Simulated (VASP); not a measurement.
Write the native input for VASP 6.6.1 that does the following.

- Task: single point
- Functional: r2SCAN
- Potentials or basis: VASP PAW PBE potentials, release 64 (Sn_d)
- Cutoff: 520 eV
- k mesh: 6 × 6 × 4
- Occupations: fermi-dirac, width 0.02 eV
- Spin: no spin polarisation
- Dipole correction: no
- Further INCAR settings: ALGO = Normal; EDIFF = 1e-06; NBANDS = 36

Sn:

```
CELL_PARAMETERS angstrom
4.72585 0.00000 0.00000
-2.36292 4.09270 0.00000
0.00000 0.00000 7.76322
ATOMIC_POSITIONS crystal
Sn 0.33333 0.66667 0.00024
Sn 0.66667 0.33333 0.50024
Sn 0.33333 0.66667 0.37476
Sn 0.66667 0.33333 0.87476
```

This isn't the form of Sn at room conditions, which is tetragonal (white tin).

The input as run:

POSCAR

```
Sn
1.0
    4.7258458629      0.0000000000      0.0000000000
   -2.3629229314      4.0927025716      0.0000000000
    0.0000000000      0.0000000000      7.7632217710
Sn
4
Direct
    0.3333333333      0.6666666667      0.0002405554
    0.6666666667      0.3333333333      0.5002405554
    0.3333333333      0.6666666667      0.3747594446
    0.6666666667      0.3333333333      0.8747594446
```

INCAR.step1

```
SYSTEM = Sn
PREC = Accurate
ENCUT = 520
ISMEAR = -1
SIGMA = 0.02
LREAL = .FALSE.
LASPH = .TRUE.
NELM = 100
NBANDS = 36
GGA = PE
ALGO = Normal
EDIFF = 1E-4
LWAVE = .TRUE.
LCHARG = .FALSE.
```

INCAR.step2

```
SYSTEM = Sn
PREC = Accurate
ENCUT = 520
EDIFF = 1E-6
ISMEAR = -1
SIGMA = 0.02
LREAL = .FALSE.
LASPH = .TRUE.
NELM = 100
ALGO = Normal
ISIF = 2
LWAVE = .FALSE.
LCHARG = .TRUE.
METAGGA = R2SCAN
LMIXTAU = .TRUE.
LELF = .TRUE.
LVHAR = .TRUE.
NBANDS = 36
ISTART = 1
```

KPOINTS

```
regular mesh
0
G
  6 6 4
  0 0 0
```

Potentials or basis: VASP PAW PBE potentials, release 64 (Sn_d).

Launch:

```bash
$ cat potpaw_PBE.64/Sn_d/POTCAR > POTCAR
$ cp INCAR.step1 INCAR
$ mpirun -np 1 vasp_std > vasp.out
$ cp INCAR.step2 INCAR
$ mpirun -np 1 vasp_std > vasp.out
```

It gave:

```yaml
Pressure: -2.2 GPa
Largest_force: 0.030 eV/Å
```

Caveat: the PAW data sets were made with another functional, which shifts forces and pressure a little.

Wall time 3.2 min on 1 thread of Intel(R) Xeon(R) Platinum 8488C (Sapphire Rapids), on a shared host, peak memory 0.32 GiB.
